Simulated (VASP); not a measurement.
# EuS (Fm-3m) in VASP: a series of runs

Runs on EuS. Level: r2SCAN. Tasks: single point.

Program: VASP 6.6.1. These are calculated values, not measurements. Logs are shortened: lines on timing, memory, paths and dates and some standing lists are left out, and cuts for length are marked.

### 1 The cell of the first run

The structure is cubic, space group Fm-3m (No. 225). The conventional cell has a = 5.751 Å, b = 5.751 Å, c = 5.751 Å, α = 90.00°, β = 90.00°, γ = 90.00°. Within 3.8 Å of Eu (site symmetry m-3m) lie 6 S at 2.88 Å. S (site symmetry m-3m) has 6 Eu at 2.88 Å within 3.8 Å.

### 2 Single point, r2SCAN, collinear spin, ferromagnetic start

POSCAR

```
EuS
1.0
    0.0000000000      2.8757101320      2.8757101320
    2.8757101320      0.0000000000      2.8757101320
    2.8757101320      2.8757101320      0.0000000000
Eu S
1 1
Direct
    0.0000000000      0.0000000000      0.0000000000
    0.5000000000      0.5000000000      0.5000000000
```

INCAR.step1

```
SYSTEM = EuS
ALGO = Normal ; EDIFF = 1E-5
ENCUT = 800 ; GGA = PE
GGA_COMPAT = .FALSE. ; ISMEAR = 1
ISPIN = 2 ; LASPH = .TRUE.
LCHARG = .FALSE. ; LMAXMIX = 6
LREAL = .FALSE. ; LWAVE = .TRUE.
MAGMOM = 7 0 ; NBANDS = 22
NELM = 200 ; PREC = Accurate
SIGMA = 0.1
```

INCAR.step2

```
SYSTEM = EuS
ALGO = Normal ; EDIFF = 1E-6
ENCUT = 800 ; GGA_COMPAT = .FALSE.
ISIF = 2 ; ISMEAR = 1
ISPIN = 2 ; ISTART = 1
LASPH = .TRUE. ; LCHARG = .TRUE.
LELF = .TRUE. ; LMAXMIX = 6
LMIXTAU = .TRUE. ; LORBIT = 11
LREAL = .FALSE. ; LVHAR = .TRUE.
LWAVE = .FALSE. ; MAGMOM = 7 0
METAGGA = R2SCAN ; NBANDS = 22
NELM = 200 ; PREC = Accurate
SIGMA = 0.1
```

KPOINTS

```
k-points
0
G
  8 8 8
  0 0 0
```

Potentials or basis: VASP PAW PBE potentials, release 64 (Eu, S).

On the command line:

```sh
$ cat potpaw_PBE.64/Eu/POTCAR potpaw_PBE.64/S/POTCAR > POTCAR
$ cp INCAR.step1 INCAR
$ mpirun -np 1 vasp_std > vasp.out
$ cp INCAR.step2 INCAR
$ mpirun -np 1 vasp_std > vasp.out
```

OUTCAR:

```text
SYSTEM = EuS
   EDIFF = 1E-6
   ENCUT = 800
   ISIF = 2
   ISMEAR = 1
   ISPIN = 2
   ISTART = 1
   LASPH = .TRUE.
   LORBIT = 11
   LREAL = .FALSE.
   METAGGA = R2SCAN
   NELM = 200
   PREC = Accurate

 ion  position               nearest neighbor table
   1  0.000  0.000  0.000-   2 2.88   2 2.88   2 2.88   2 2.88   2 2.88   2 2.88
   2  0.500  0.500  0.500-   1 2.88   1 2.88   1 2.88   1 2.88   1 2.88   1 2.88

  LATTYP: Found a face centered cubic cell.
 ALAT       =     5.7514202640

  Lattice vectors:

 A1 = (   0.0000000000,   2.8757101320,   2.8757101320)
 A2 = (   2.8757101320,   0.0000000000,   2.8757101320)
 A3 = (   2.8757101320,   2.8757101320,   0.0000000000)

Analysis of symmetry for initial positions (statically):
=====================================================================
 Subroutine PRICEL returns:
 Original cell was already a primitive cell.

 Routine SETGRP: Setting up the symmetry group for a
 face centered cubic supercell.

 Subroutine GETGRP returns: Found 48 space group operations
 (whereof 48 operations were pure point group operations)
 out of a pool of 48 trial point group operations.

The static configuration has the point symmetry O_h .

Analysis of symmetry for dynamics (positions and initial velocities):
=====================================================================
 Subroutine PRICEL returns:
 Original cell was already a primitive cell.

 Routine SETGRP: Setting up the symmetry group for a
 face centered cubic supercell.

 Subroutine GETGRP returns: Found 48 space group operations
 (whereof 48 operations were pure point group operations)
 out of a pool of 48 trial point group operations.

The dynamic configuration has the point symmetry O_h .

Analysis of structural, dynamic, and magnetic symmetry:
=====================================================================
 Subroutine PRICEL returns:
 Original cell was already a primitive cell.

 Routine SETGRP: Setting up the symmetry group for a
 face centered cubic supercell.

 Subroutine GETGRP returns: Found 48 space group operations
 (whereof 48 operations were pure point group operations)
 out of a pool of 48 trial point group operations.

The overall configuration has the point symmetry O_h .

 Subroutine INISYM returns: Found 48 space group operations
 (whereof 48 operations are pure point group operations),
 and found     1 'primitive' translations

----------------------------------------------------------------------------------------

                                     Primitive cell

  volume of cell :      47.5626

  direct lattice vectors                    reciprocal lattice vectors
     0.000000000  2.875710132  2.875710132    -0.173870097  0.173870097  0.173870097
     2.875710132  0.000000000  2.875710132     0.173870097 -0.173870097  0.173870097
     2.875710132  2.875710132  0.000000000     0.173870097  0.173870097 -0.173870097

  length of vectors
     4.066868270  4.066868270  4.066868270     0.301151842  0.301151842  0.301151842

  position of ions in fractional coordinates (direct lattice)
     0.000000000  0.000000000  0.000000000
     0.500000000  0.500000000  0.500000000

  ion indices of the primitive-cell ions
   primitive index   ion index
                 1           1
                 2           2

----------------------------------------------------------------------------------------

 KPOINTS: k-points

Automatic generation of k-mesh.
 Grid dimensions read from file:
 generate k-points for:    8    8    8

 Generating k-lattice:

  Cartesian coordinates                     Fractional coordinates (reciprocal lattice)
    -0.021733762  0.021733762  0.021733762     0.125000000  0.000000000  0.000000000
     0.021733762 -0.021733762  0.021733762     0.000000000  0.125000000  0.000000000
     0.021733762  0.021733762 -0.021733762     0.000000000  0.000000000  0.125000000

  Length of vectors
     0.037643980  0.037643980  0.037643980

  Shift w.r.t. Gamma in fractional coordinates (k-lattice)
     0.000000000  0.000000000  0.000000000

 Subroutine IBZKPT returns following result:
 ===========================================

 Found     29 irreducible k-points:

 Following reciprocal coordinates:
            Coordinates               Weight
  0.000000  0.000000  0.000000      1.000000
  0.125000  0.000000  0.000000      8.000000
  0.250000  0.000000  0.000000      8.000000
  0.375000  0.000000  0.000000      8.000000
  0.500000  0.000000  0.000000      4.000000
  0.125000  0.125000  0.000000      6.000000
[... 16 lines left out ...]
  0.500000  0.250000  0.125000     48.000000
 -0.375000  0.250000  0.125000     24.000000
 [... further k-points ...]
   k-points           NKPTS =     29   k-points in BZ     NKDIM =     29   number of bands    NBANDS=     22
   number of dos      NEDOS =    301   number of ions     NIONS =      2
   total plane-waves  NPLWV =  64000
   dimension x,y,z NGX =    40 NGY =   40 NGZ =   40
   dimension x,y,z NGXF=    80 NGYF=   80 NGZF=   80
   ions per type =               1   1
   NGX,Y,Z   is equivalent  to a cutoff of  16.35, 16.35, 16.35 a.u.
   NGXF,Y,Z  is equivalent  to a cutoff of  32.70, 32.70, 32.70 a.u.
 SYSTEM =  EuS
   PREC   = accura    normal or accurate (medium, high low for compatibility)
   ISTART =      1    job   : 0-new  1-cont  2-samecut
   ICHARG =      0    charge: 1-file 2-atom 10-const
   ISPIN  =      2    spin polarized calculation?
   LNONCOLLINEAR =      F non collinear calculations
   LSORBIT =      F    spin-orbit coupling
   LASPH  =      T    aspherical Exc in radial PAW
   ENCUT  =  800.0 eV  58.80 Ry    7.67 a.u.   9.38  9.38  9.38*2*pi/ulx,y,z
   NELM   =    200;   NELMIN=  2; NELMDL=  0     # of ELM steps
   EDIFF  = 0.1E-05   stopping-criterion for ELM
   LREAL  =      F    real-space projection
   EDIFFG = 0.1E-04   stopping-criterion for IOM
   NSW    =      0    number of steps for IOM
   IBRION =     -1    ionic relax: 0-MD 1-quasi-New 2-CG
   NFREE  =      0    steps in history (QN), initial steepest desc. (CG)
   ISIF   =      2    stress and relaxation
   ISYM   =      2    0-nonsym 1-usesym 2-fastsym
   POTIM  = 0.5000    time-step for ionic-motion
   TEBEG  =    0.0;   TEEND  =   0.0 temperature during run
   PSTRESS=    0.0 pullay stress
   NELECT =      23.0000    total number of electrons
   NUPDOWN=      -1.0000    fix difference up-down
   EMIN   =  10.00;   EMAX   =-10.00  energy-range for DOS
   EFERMI =   0.00;   METHOD = LEGACY
   ISMEAR =     1;   SIGMA  =   0.10  broadening in eV -4-tet -1-fermi 0-gaus
   EFERMI_NEDOS =   21; number of points for ismear=-14 and -15
   IALGO  =     38    algorithm
   IMIX   =      4    mixing-type and parameters
     AMIX     =   0.40;   BMIX     =  1.00
     AMIX_MAG =   1.60;   BMIX_MAG =  1.00
  volume/ion in A,a.u.               =      23.78       160.48
  Fermi-wavevector in a.u.,A,eV,Ry     =   1.284978  2.428256 22.465508  1.651168
  Thomas-Fermi vector in A             =   2.417140
   LORBIT       =     11    0 simple, 1 ext, 2 COOP (PROOUT), +10 PAW based schemes
   METAGGA = R2SCAN    functional components
   LHFCALC =     F    Hartree Fock is set to
   AEXX    =    0.0000 exact exchange contribution
   IVDW    =     0    specifies the selected vdW correction
   LEPSILON=     F    determine dielectric tensor
   LRPA    =     F    only Hartree local field effects (RPA)
 spin polarized calculation
 Methfessel and Paxton  Order N= 1 SIGMA  =   0.10
  energy-cutoff  :      800.00
  volume of cell :       47.56
 maximum number of plane-waves:      2468
 NGX is ok and might be reduce to    40
   NGX = 19   NGY = 19   NGZ = 19

 number of electron      23.0000000 magnetization       6.9707168

 Free energy of the ion-electron system (eV)
  ---------------------------------------------------
  ext. energy  EPLUGINS =         0.00000000
  ---------------------------------------------------
  free energy    TOTEN  =       -52.60742265 eV

  energy without entropy =      -52.60933718  energy(sigma->0) =      -52.60806082

 E-fermi :   4.9403     XC(G=0): -10.6437

 val. band max:        4.9158881020   @ k =   0.1250   0.0000   0.0000
 cond. band min:       4.9664594336   @ k =   0.1250   0.1250   0.0000
 fundamental gap:      0.0505713316
 Fermi energy:         4.9402748073

 spin component 1

 k-point     1 :       0.0000    0.0000    0.0000
  band No.  band energies     occupation
      1     -37.8568      1.00000
      2     -15.9388      1.00000
      3     -15.9388      1.00000
      4     -15.9388      1.00000
      5      -9.5340      1.00000
      6       1.8432      1.00000
[... 14 lines left out ...]
     21       7.0782      0.00000
     22      13.0853      0.00000
[... 552 lines left out ...]
  band No.  band energies     occupation
      1     -37.8307      1.00000
      2     -16.3515      1.00000
      3     -16.0761      1.00000
      4     -16.0099      1.00000
      5      -8.5906      1.00000
      6      -0.4429      1.00000
[... 14 lines left out ...]
     21      11.9975      0.00000
     22      13.5003      0.00000

 [... further k-points ...]

 spin component 2

 k-point     1 :       0.0000    0.0000    0.0000
  band No.  band energies     occupation
      1     -34.2272      1.00000
      2     -13.3667      1.00000
      3     -13.3667      1.00000
      4     -13.3667      1.00000
      5      -9.5039      1.00000
      6       2.0643      1.00000
[... 14 lines left out ...]
     21      11.3107      0.00000
     22      14.5909      0.00000
[... 552 lines left out ...]
  band No.  band energies     occupation
      1     -34.1878      1.00000
      2     -14.0348      1.00000
      3     -13.5560      1.00000
      4     -13.4632      1.00000
      5      -8.4322      1.00000
      6      -0.1250      1.00000
[... 14 lines left out ...]
     21      13.3384      0.00000
     22      14.6429      0.00000

 [... further k-points ...]

------------------------ aborting loop because EDIFF is reached ----------------------------------------

  FORCE on cell =-STRESS in cart. coord.  units (eV):
  Direction    XX          YY          ZZ          XY          YZ          ZX
  --------------------------------------------------------------------------------------
  -------------------------------------------------------------------------------------
  Total        1.0295674      1.0295674      1.0295674      0.0000000      0.0000000      0.0000000
  in kB       34.6816735     34.6816735     34.6816735      0.0000000      0.0000000      0.0000000
  external PRESSURE =      34.6816735 kB  Pullay stress =       0.0000000 kB

 VOLUME and BASIS-vectors are now :
 -----------------------------------------------------------------------------
  energy-cutoff  :      800.00
  volume of cell :       47.56
      direct lattice vectors                 reciprocal lattice vectors
     0.000000000  2.875710132  2.875710132    -0.173870097  0.173870097  0.173870097
     2.875710132  0.000000000  2.875710132     0.173870097 -0.173870097  0.173870097
     2.875710132  2.875710132  0.000000000     0.173870097  0.173870097 -0.173870097

 POSITION                                       TOTAL-FORCE (eV/Angst)
 -----------------------------------------------------------------------------------
      0.00000      0.00000      0.00000        -0.000000     -0.000000     -0.000000
      2.87571      2.87571      2.87571         0.000000      0.000000      0.000000
 -----------------------------------------------------------------------------------
    total drift:                                0.000000     -0.000000     -0.000000

  FREE ENERGIE OF THE ION-ELECTRON SYSTEM (eV)
  ---------------------------------------------------
  free  energy   TOTEN  =       -52.6074226456 eV

  energy  without entropy=      -52.6093371754  energy(sigma->0) =      -52.60806082

 total charge

# of ion       s       p       d       f       tot
--------------------------------------------------
    1        2.039   5.812   0.345   6.648  14.844
    2        1.308   2.501   0.000   0.000   3.809
--------------------------------------------------
tot          3.347   8.313   0.345   6.648  18.653

 magnetization (x)

# of ion       s       p       d       f       tot
--------------------------------------------------
    1       -0.025  -0.186   0.100   6.613   6.501
    2       -0.010  -0.077   0.000   0.000  -0.087
--------------------------------------------------
tot         -0.036  -0.263   0.100   6.613   6.414
```

Wall time 4.4 min (1 thread of Intel Xeon 6975P-C (Granite Rapids), shared host); peak memory 0.39 GiB.

Results:

- Free energy: -52.6074 eV
- Pressure: 3.5 GPa
- Band gap on the k mesh: zero (filled and empty bands overlap)
- Net moment: 6.97 μB per cell
- Site moments: Eu +6.50; S -0.09 μB
- Valence electrons inside the program's atomic spheres: Eu 14.84; S 3.81

Caveat: the cell stands under pressure; the PAW data sets were made with another functional, which shifts forces and pressure a little; spin-orbit coupling is left out, which moves the levels of the heavy elements; a cell with one magnetic atom can't hold antiferromagnetic order, which such compounds often take; semilocal functionals describe open f shells poorly, which spoils levels, moments and volumes. With open d or f shells a metallic result of r2SCAN can be an artefact of self-interaction; +U or a hybrid may open a gap.

(Continued in part 2 of 2.)

The gap in the log of VASP goes by the Fermi energy; the results here count the filled bands.